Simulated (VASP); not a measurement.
# Ge3N4 (P6_3/m) in VASP: single point with PBEsol

Aim: the single point of Ge3N4 with PBEsol.

Program: VASP 6.6.1. These are calculated values, not measurements. Logs are shortened: lines on timing, memory, paths and dates and some standing lists are left out, and cuts for length are marked.

### Step 1. The cell of the first run

Symmetry: P6_3/m, No. 176, hexagonal system. The conventional cell has a = 8.057 Å, b = 8.057 Å, c = 3.085 Å, α = 90.00°, β = 90.00°, γ = 120.00°. Within 2.4 Å of Ge (site symmetry m) lie 4 N at 1.83 to 1.85 Å. Within 2.4 Å of N (site symmetry -6) lie 3 Ge at 1.83 Å. N (site symmetry m) has 3 Ge at 1.84 to 1.85 Å within 2.4 Å.

### Step 2. Single point, PBEsol

The input, INCAR:

```
ALGO = Normal ; EDIFF = 1E-6
ENCUT = 600 ; GGA = PS
GGA_COMPAT = False ; ISIF = 2
ISMEAR = -1 ; LASPH = True
LCHARG = False ; LREAL = False
LWAVE = False ; NBANDS = 75
NELM = 120 ; PREC = Accurate
SIGMA = 0.02
```

The input, KPOINTS:

```
k-points
0
Gamma
  6 6 8
```

The input, POSCAR:

```
Ge3N4
1.0
    8.0565553726      0.0000000000      0.0000000000
   -4.0282776863      6.9771816196      0.0000000000
    0.0000000000      0.0000000000      3.0846786856
Ge N
6 8
Direct
    0.2371811187      0.8305863442      0.7500000000
    0.4065947745      0.2371811187      0.2500000000
    0.8305863442      0.5934052255      0.2500000000
    0.1694136558      0.4065947745      0.7500000000
    0.5934052255      0.7628188813      0.7500000000
    0.7628188813      0.1694136558      0.2500000000
    0.3333333333      0.6666666667      0.7500000000
    0.6666666667      0.3333333333      0.2500000000
    0.9742201274      0.6696248807      0.7500000000
    0.3045952467      0.9742201274      0.2500000000
    0.6696248807      0.6954047533      0.2500000000
    0.3303751193      0.3045952467      0.7500000000
    0.0257798726      0.3303751193      0.2500000000
    0.6954047533      0.0257798726      0.7500000000
```

Potentials or basis: VASP PAW PBE potentials, release 64 (Ge_d, N).

Run with:

```console
cat potpaw_PBE.64/Ge_d/POTCAR potpaw_PBE.64/N/POTCAR > POTCAR
mpirun -np 1 vasp_std > vasp.out
```

OUTCAR:

```text
EDIFF = 1E-6
   ENCUT = 600
   GGA = PS
   ISIF = 2
   ISMEAR = -1
   LASPH = True
   LREAL = False
   NELM = 120
   PREC = Accurate

 ion  position               nearest neighbor table
   1  0.237  0.831  0.750-   7 1.83  10 1.84  10 1.84   9 1.85
   2  0.407  0.237  0.250-   8 1.83  12 1.84  12 1.84  10 1.85
   3  0.831  0.593  0.250-   8 1.83   9 1.84   9 1.84  11 1.85
   4  0.169  0.407  0.750-   7 1.83  13 1.84  13 1.84  12 1.85
   5  0.593  0.763  0.750-   7 1.83  11 1.84  11 1.84  14 1.85
   6  0.763  0.169  0.250-   8 1.83  14 1.84  14 1.84  13 1.85
   7  0.333  0.667  0.750-   1 1.83   4 1.83   5 1.83
   8  0.667  0.333  0.250-   6 1.83   3 1.83   2 1.83
   9  0.974  0.670  0.750-   3 1.84   3 1.84   1 1.85
  10  0.305  0.974  0.250-   1 1.84   1 1.84   2 1.85
  11  0.670  0.695  0.250-   5 1.84   5 1.84   3 1.85
  12  0.330  0.305  0.750-   2 1.84   2 1.84   4 1.85
  13  0.026  0.330  0.250-   4 1.84   4 1.84   6 1.85
  14  0.695  0.026  0.750-   6 1.84   6 1.84   5 1.85

  LATTYP: Found a hexagonal cell.
 ALAT       =     8.0565553726
 C/A-ratio  =     0.3828781089

  Lattice vectors:

 A1 = (   8.0565553726,   0.0000000000,   0.0000000000)
 A2 = (  -4.0282776863,   6.9771816196,   0.0000000000)
 A3 = (   0.0000000000,   0.0000000000,   3.0846786856)

Analysis of symmetry for initial positions (statically):
=====================================================================
 Subroutine PRICEL returns:
 Original cell was already a primitive cell.

 Routine SETGRP: Setting up the symmetry group for a
 hexagonal supercell.

 Subroutine GETGRP returns: Found 12 space group operations
 (whereof  6 operations were pure point group operations)
 out of a pool of 24 trial point group operations.

The static configuration has the point symmetry S_6 .
 The point group associated with its full space group is C_6h.

Analysis of symmetry for dynamics (positions and initial velocities):
=====================================================================
 Subroutine PRICEL returns:
 Original cell was already a primitive cell.

 Routine SETGRP: Setting up the symmetry group for a
 hexagonal supercell.

 Subroutine GETGRP returns: Found 12 space group operations
 (whereof  6 operations were pure point group operations)
 out of a pool of 24 trial point group operations.

[... 135 lines left out ...]
   PSTRESS=    0.0 pullay stress
   NELECT =     124.0000    total number of electrons
   NUPDOWN=      -1.0000    fix difference up-down
   EMIN   =  10.00;   EMAX   =-10.00  energy-range for DOS
   EFERMI =   0.00;   METHOD = LEGACY
   ISMEAR =    -1;   SIGMA  =   0.02  broadening in eV -4-tet -1-fermi 0-gaus
   EFERMI_NEDOS =   21; number of points for ismear=-14 and -15
   IALGO  =     38    algorithm
   IMIX   =      4    mixing-type and parameters
     AMIX     =   0.40;   BMIX     =  1.00
     AMIX_MAG =   1.60;   BMIX_MAG =  1.00
  volume/ion in A,a.u.               =      12.39        83.58
  Fermi-wavevector in a.u.,A,eV,Ry     =   1.463982  2.766524 29.160578  2.143242
  Thomas-Fermi vector in A             =   2.580012
   LORBIT       =      0    0 simple, 1 ext, 2 COOP (PROOUT), +10 PAW based schemes
   GGA     = PS    functional components
   LHFCALC =     F    Hartree Fock is set to
   AEXX    =    0.0000 exact exchange contribution
   IVDW    =     0    specifies the selected vdW correction
   LEPSILON=     F    determine dielectric tensor
   LRPA    =     F    only Hartree local field effects (RPA)
 non-spin polarized calculation
  energy-cutoff  :      600.00
  volume of cell :      173.40
 maximum number of plane-waves:      5839
   NGX = 33   NGY = 33   NGZ = 13

 number of electron     123.9999997 magnetization

 Free energy of the ion-electron system (eV)
  ---------------------------------------------------
  ext. energy  EPLUGINS =         0.00000000
  ---------------------------------------------------
  free energy    TOTEN  =      -100.80183061 eV

  energy without entropy =     -100.80183061  energy(sigma->0) =     -100.80183061

 E-fermi :   5.4369     XC(G=0): -11.0832

 val. band max:        4.9650833803   @ k =   0.0000   0.0000   0.0000
 cond. band min:       7.0706689599   @ k =   0.0000   0.0000   0.0000
 fundamental gap:      2.1055855796
 Fermi energy:         5.4369472420

 k-point     1 :       0.0000    0.0000    0.0000
  band No.  band energies     occupation
      1     -19.4743      2.00000
      2     -19.4462      2.00000
      3     -19.4462      2.00000
      4     -19.4449      2.00000
      5     -19.4051      2.00000
      6     -19.4051      2.00000
[... 1837 lines left out ...]
     73      12.3027      0.00000
     74      12.3059      0.00000

 [... further k-points ...]

 [bands above 74 left out]

------------------------ aborting loop because EDIFF is reached ----------------------------------------

  FORCE on cell =-STRESS in cart. coord.  units (eV):
  Direction    XX          YY          ZZ          XY          YZ          ZX
  --------------------------------------------------------------------------------------
  -------------------------------------------------------------------------------------
  Total       -0.6268803     -0.6268803     -0.6975284      0.0000012     -0.0000000      0.0000000
  in kB       -5.7923645     -5.7923645     -6.4451511      0.0000111     -0.0000000      0.0000000
  external PRESSURE =      -6.0099600 kB  Pullay stress =       0.0000000 kB

 VOLUME and BASIS-vectors are now :
 -----------------------------------------------------------------------------
  energy-cutoff  :      600.00
  volume of cell :      173.40
      direct lattice vectors                 reciprocal lattice vectors
     8.056555373  0.000000000  0.000000000     0.124122526  0.071662174  0.000000000
    -4.028277686  6.977181620  0.000000000     0.000000000  0.143324347  0.000000000
     0.000000000  0.000000000  3.084678686     0.000000000  0.000000000  0.324182873

 POSITION                                       TOTAL-FORCE (eV/Angst)
 -----------------------------------------------------------------------------------
     -1.43497      5.79515      2.31351         0.002929     -0.006396      0.000000
      2.32032      1.65486      0.77117         0.007004     -0.000662      0.000000
      4.30126      4.14030      0.77117        -0.004075     -0.005735      0.000000
     -0.27299      2.83689      2.31351         0.004075      0.005735      0.000000
      1.70796      5.32233      2.31351        -0.007004      0.000662      0.000000
      5.46325      1.18203      0.77117        -0.002929      0.006396      0.000000
     -0.00000      4.65145      2.31351         0.000000     -0.000000     -0.000000
      4.02828      2.32573      0.77117         0.000000     -0.000000      0.000000
      5.15142      4.67209      2.31351        -0.006485      0.002590      0.000000
     -1.47044      6.79731      0.77117        -0.005485     -0.004321      0.000000
      2.59359      4.85197      0.77117        -0.000999      0.006911      0.000000
      1.43469      2.12522      2.31351         0.000999     -0.006911     -0.000000
     -1.12315      2.30509      0.77117         0.006485     -0.002590     -0.000000
      5.49872      0.17987      2.31351         0.005485      0.004321     -0.000000
 -----------------------------------------------------------------------------------
    total drift:                                0.000000     -0.000000      0.000000

  FREE ENERGIE OF THE ION-ELECTRON SYSTEM (eV)
  ---------------------------------------------------
  free  energy   TOTEN  =      -100.8018306088 eV

  energy  without entropy=     -100.8018306088  energy(sigma->0) =     -100.80183061
```

stdout:

```text
POSCAR found type information on POSCAR GeN
 POSCAR found :  2 types and      14 ions
 scaLAPACK will be used
 -----------------------------------------------------------------------------
|                                                                             |
|                                                                             |
|     You enforced a specific xc type in the INCAR file but a different       |
|     I HOPE YOU KNOW WHAT YOU ARE DOING!                                     |
|                                                                             |
 -----------------------------------------------------------------------------

 LDA part: xc-table for (Slater+PW92), standard interpolation
 POSCAR, INCAR and KPOINTS ok, starting setup
 FFT: planning ... GRIDC
 FFT: planning ... GRID_SOFT
 FFT: planning ... GRID
 WAVECAR not read
 entering main loop
```

Run time: 5.7 min. Hardware: 1 thread of Intel Xeon 6975P-C (Granite Rapids), shared host; peak memory 0.61 GiB.

Results:

```
Free energy            : -100.8018 eV
Pressure               : -0.6 GPa
Largest force          : 0.007 eV/Å
Band gap on the k mesh : 2.11 eV
```

Forces on the atoms (eV/Å):
```
Ge   0.003 -0.006  0.000
Ge   0.007 -0.001  0.000
Ge  -0.004 -0.006  0.000
Ge   0.004  0.006  0.000
Ge  -0.007  0.001  0.000
Ge  -0.003  0.006  0.000
N    0.000  0.000  0.000
N    0.000  0.000  0.000
N   -0.006  0.003  0.000
N   -0.005 -0.004  0.000
N   -0.001  0.007  0.000
N    0.001 -0.007  0.000
N    0.006 -0.003  0.000
N    0.005  0.004  0.000
```

Caveat: the PAW data sets were made with another functional, which shifts forces and pressure a little. A k mesh can miss the band edges.
